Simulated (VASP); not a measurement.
# P (Cmme) in VASP: a series of runs, part 2 of 2

VASP 6.6.1.

## 3. Relaxation of cell and atoms, PBE

This run uses another cell than the first one, of 15.29 Å³/atom.

INCAR

```
SYSTEM = P
  PREC = Accurate
  ENCUT = 600
  EDIFF = 1E-6
  ISMEAR = 0
  SIGMA = 0.1
  LREAL = .FALSE.
  LASPH = .TRUE.
  NELM = 100
  ALGO = Normal
  ISIF = 3
  LWAVE = .FALSE.
  LCHARG = .FALSE.
  GGA = PE
  IBRION = 2
  NSW = 100
  EDIFFG = -0.01
```

KPOINTS

```
Automatic mesh
0
G
  14 14 10
  0 0 0
```

POSCAR

```
P
1.0
    2.4198756682     -2.4250879722      0.0000000000
    2.4198756682      2.4250879722      0.0000000000
    0.0000000000      0.0000000000      5.2103027782
P
4
Direct
    0.2500000000      0.7500000000      0.4282305645
    0.7500000000      0.2500000000      0.5717694355
    0.0000000000      0.5000000000      0.0000000000
    0.5000000000      0.0000000000      0.0000000000
```

Potentials or basis: VASP PAW PBE potentials, release 64 (P).

Started as:

```console
> cat potpaw_PBE.64/P/POTCAR > POTCAR
> mpirun -np 1 vasp_std > vasp.out
```

OUTCAR:

```text
SYSTEM = P
   PREC = Accurate
   ENCUT = 600
   EDIFF = 1E-6
   ISMEAR = 0
   LREAL = .FALSE.
   LASPH = .TRUE.
   NELM = 100
   ISIF = 3
   GGA = PE
   IBRION = 2
   NSW = 100
   EDIFFG = -0.01

 ion  position               nearest neighbor table
   1  0.250  0.750  0.428-   2 2.53   2 2.53   2 2.54   2 2.54   4 2.54   3 2.54
   2  0.750  0.250  0.572-   1 2.53   1 2.53   1 2.54   1 2.54   4 2.54   3 2.54
   3  0.000  0.500  0.000-   4 2.42   4 2.42   4 2.43   4 2.43   1 2.54   2 2.54
   4  0.500  0.000  0.000-   3 2.42   3 2.42   3 2.43   3 2.43   1 2.54   2 2.54

  LATTYP: Found a base centered orthorhombic cell.
 ALAT       =     4.8397513364
 B/A-ratio  =     1.0021539553
 C/A-ratio  =     1.0765641489

  Lattice vectors:

 A1 = (   2.4198756682,  -2.4250879722,   0.0000000000)
 A2 = (   2.4198756682,   2.4250879722,   0.0000000000)
 A3 = (   0.0000000000,   0.0000000000,   5.2103027782)

Analysis of symmetry for initial positions (statically):
=====================================================================
 Subroutine PRICEL returns:
 Original cell was already a primitive cell.

 Routine SETGRP: Setting up the symmetry group for a
 base centered orthorhombic supercell.

 Subroutine GETGRP returns: Found  8 space group operations
 (whereof  4 operations were pure point group operations)
 out of a pool of  8 trial point group operations.

The static configuration has the point symmetry C_2h.
 The point group associated with its full space group is D_2h.

[... 436 lines left out ...]
  ext. energy  EPLUGINS =         0.00000000
  ---------------------------------------------------
  free energy    TOTEN  =       -19.98450246 eV

  energy without entropy =      -19.97664116  energy(sigma->0) =      -19.98057181

 E-fermi :   9.2144     XC(G=0): -11.1552

 val. band max:        9.2114356072   @ k =  -0.4286   0.2857   0.2000
 cond. band min:       9.2145288715   @ k =  -0.4286   0.4286   0.4000
 fundamental gap:      0.0030932643
 Fermi energy:         9.2143998600

 k-point     1 :       0.0000    0.0000    0.0000
  band No.  band energies     occupation
      1      -7.0563      2.00000
      2      -3.1799      2.00000
      3      -0.3230      2.00000
      4       3.2429      2.00000
      5       4.2137      2.00000
      6       5.0263      2.00000
      7       5.7594      2.00000
      8       6.9326      2.00000
      9       7.4597      2.00000
     10       9.1058      1.87534
     11       9.2033      1.12505
     12      11.9237      0.00000
     13      12.6908      0.00000
     14      12.8619      0.00000
[... 377 lines left out ...]
      1      -5.8731      2.00000
      2      -2.0503      2.00000
      3      -1.5943      2.00000
      4       1.6135      2.00000
      5       2.8242      2.00000
      6       3.4771      2.00000
      7       5.2175      2.00000
      8       6.1851      2.00000
      9       8.0783      2.00000
     10       9.0086      1.99639
     11      10.5477      0.00000
     12      11.6153      0.00000
     13      12.1311      0.00000
     14      12.5553      0.00000

 [... further k-points ...]

------------------------ aborting loop because EDIFF is reached ----------------------------------------

  FORCE on cell =-STRESS in cart. coord.  units (eV):
  Direction    XX          YY          ZZ          XY          YZ          ZX
  --------------------------------------------------------------------------------------
  -------------------------------------------------------------------------------------
  Total        0.0035226     -0.0293215      0.0201713      0.0000000      0.0000000      0.0000000
  in kB        0.0932602     -0.7762849      0.5340345      0.0000000      0.0000000      0.0000000
  external PRESSURE =      -0.0496634 kB  Pullay stress =       0.0000000 kB
[... 19 lines left out ...]
  FREE ENERGIE OF THE ION-ELECTRON SYSTEM (eV)
  ---------------------------------------------------
  free  energy   TOTEN  =       -19.9845024565 eV

  energy  without entropy=      -19.9766411571  energy(sigma->0) =      -19.98057181

 reached required accuracy - stopping structural energy minimisation
```

CONTCAR:

```text
P
   1.00000000000000
     2.4351684952229316   -2.4197237880138882    0.0000000000000000
     2.4351684952229316    2.4197237880138882   -0.0000000000000000
     0.0000000000000000    0.0000000000000000    5.1351143611917927
  P
     4
Direct
     0.2500000000000000    0.7500000000000000    0.4315902523555389
     0.7500000000000000    0.2500000000000000    0.5684097476444611
     0.0000000000000000    0.5000000000000000    0.0000000000000000
     0.5000000000000000    0.0000000000000000    1.0000000000000000

  0.00000000E+00  0.00000000E+00  0.00000000E+00
  0.00000000E+00  0.00000000E+00  0.00000000E+00
  0.00000000E+00  0.00000000E+00  0.00000000E+00
  0.00000000E+00  0.00000000E+00  0.00000000E+00
```

It took 6.9 min on 1 thread of Intel Xeon 6975P-C (Granite Rapids), shared host; peak memory 0.37 GiB.

Results:

* Free energy: -19.9845 eV
* Relaxed volume: 15.13 Å³/atom
* Relaxed cell: a = 3.433 Å, b = 3.433 Å, c = 5.135 Å, α = 90.00°, β = 90.00°, γ = 89.64°
* Space group after relaxing (to 0.1 Å): Cmme (No. 67)
* Energy gained by relaxing: 1.6 meV/atom
* Ionic steps: 8
* Pressure after relaxing: 0.0 GPa
* Band gap on the k mesh: zero (bands 10 and 11 overlap by 3.67 eV)

Forces in eV/Å, atoms in the order of the input:
```
P    0.000  0.000  0.002
P    0.000  0.000 -0.002
P    0.000  0.000  0.000
P    0.000  0.000  0.000
```

The path:
```tsv
step	energy change (eV)	largest force (eV/Å)	pressure (GPa)	volume (Å³)
1	0.0000	0.0512	-0.50	61.15
2	-0.0044	0.0569	-0.07	60.73
3	-0.0052	0.0639	0.18	60.46
4	-0.0052	0.0645	0.20	60.44
5	-0.0058	0.0471	-0.06	60.58
6	-0.0058	0.0378	-0.21	60.66
7	-0.0062	0.0136	-0.07	60.56
8	-0.0062	0.0024	0.00	60.52
```

Final structure:
```yaml
crystal:
  lattice:
    - [2.43517, -2.41972, 0.00000]
    - [2.43517, 2.41972, 0.00000]
    - [0.00000, 0.00000, 5.13511]
  atoms:
    - { symbol: P, position: [0.25000, 0.75000, 0.43159] }
    - { symbol: P, position: [0.75000, 0.25000, 0.56841] }
    - { symbol: P, position: [0.00000, 0.50000, 0.00000] }
    - { symbol: P, position: [0.50000, 0.00000, 0.00000] }
```

Levels at points of the mesh, in eV from the Fermi level:
| k point | band 7 | band 8 | band 9 | band 10 | band 11 | band 12 | band 13 | band 14 |
| --- | --- | --- | --- | --- | --- | --- | --- | --- |
| (0.00, 0.00, 0.00) | -3.45 | -2.28 | -1.75 | -0.11 | -0.01 | 2.71 | 3.48 | 3.65 |
| (0.50, 0.00, 0.00) | -1.64 | -1.64 | -1.52 | -1.52 | 2.03 | 2.03 | 2.35 | 2.35 |
| (0.50, 0.50, 0.00) | -5.76 | -5.28 | -4.52 | -3.29 | -2.58 | 0.15 | 6.43 | 7.31 |
| (0.00, 0.00, 0.50) | -4.05 | -3.58 | -3.28 | -1.95 | 1.15 | 2.24 | 3.50 | 4.61 |
| (0.50, 0.00, 0.50) | -1.60 | -1.60 | -0.93 | -0.93 | -0.22 | -0.22 | 0.77 | 0.77 |
| (0.50, 0.50, 0.50) | -7.48 | -6.81 | -0.95 | 0.06 | 0.45 | 1.98 | 3.07 | 3.75 |
